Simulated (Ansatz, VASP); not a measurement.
Two plane-wave programs on SrO

The input POSCAR:

```
SrO
1.0
    0.0000000000      2.5698000000      2.5698000000
    2.5698000000      0.0000000000      2.5698000000
    2.5698000000      2.5698000000      0.0000000000
Sr O
1 1
Direct
   -0.0243209588     -0.0243209588      0.0243209588
    0.5000000000      0.5000000000      0.5000000000
```

INCAR.step1

```
SYSTEM = SrO
PREC = Accurate
ENCUT = 520
ISMEAR = 0
SIGMA = 0.05
LREAL = .FALSE.
LASPH = .TRUE.
NELM = 80
NBANDS = 15
GGA = PE
ALGO = Normal
EDIFF = 1E-4
LWAVE = .TRUE.
LCHARG = .FALSE.
```

Contents of INCAR.step2:

```
SYSTEM = SrO
PREC = Accurate
ENCUT = 520
EDIFF = 1E-6
ISMEAR = 0
SIGMA = 0.05
LREAL = .FALSE.
LASPH = .TRUE.
NELM = 80
ALGO = Normal
ISIF = 2
LWAVE = .FALSE.
LCHARG = .FALSE.
METAGGA = R2SCAN
LMIXTAU = .TRUE.
NBANDS = 15
ISTART = 1
```

KPOINTS

```
Automatic mesh
0
G
  8 8 8
  0 0 0
```

Input for Ansatz:

```yaml
crystal:
  lattice:
    - [0.0, 2.5698, 2.5698]
    - [2.5698, 0.0, 2.5698]
    - [2.5698, 2.5698, 0.0]
  atoms:
    - { symbol: Sr, position: [-0.0243209588, -0.0243209588, 0.0243209588] }
    - { symbol: O, position: [0.5, 0.5, 0.5] }
basis:
  ecutwfc: 500
kpoints:
  mp_grid: { grid: [8, 8, 8] }
hamiltonian:
  xc: r2scan
scf:
  occupations: { method: gaussian, width: 0.05 }
output:
  forces: true
  stress: true
  eigenvalues: true
```

Change from the starting cell: all Sr atoms moved +0.125 Å, as atom 1 towards its neighbour atom 2 (O) at 2.570 Å.

Alike in both runs: task single point; functional r2SCAN; k mesh 8 × 8 × 8; occupations gaussian, width 0.05 eV; no spin polarisation.

```csv
,VASP,Ansatz
version,VASP 6.6.1,Ansatz 0.2.0
potentials or method,"VASP PAW PBE potentials, release 64 (Sr_sv, O), cutoff 520 eV","scalar-relativistic, plane waves, PAW"
valence electrons in the cell,16,16
```

```tsv
	VASP	Ansatz	Ansatz less VASP
gap on the k mesh at the Fermi level (eV)	3.78	3.83	+0.052
least direct gap on the mesh (eV)	3.84	3.88	+0.041
pressure (GPa)	2.1	1.6	-0.58
traceless stress, the component that is largest in VASP (GPa)	1.29	1.22	-0.074
rms of the force components (eV/Å)	0.207	0.195	-0.0120
```

VASP's potentials were made for PBE, not for r2SCAN. Atom by atom the forces differ by 0.012 eV/Å (rms over components).
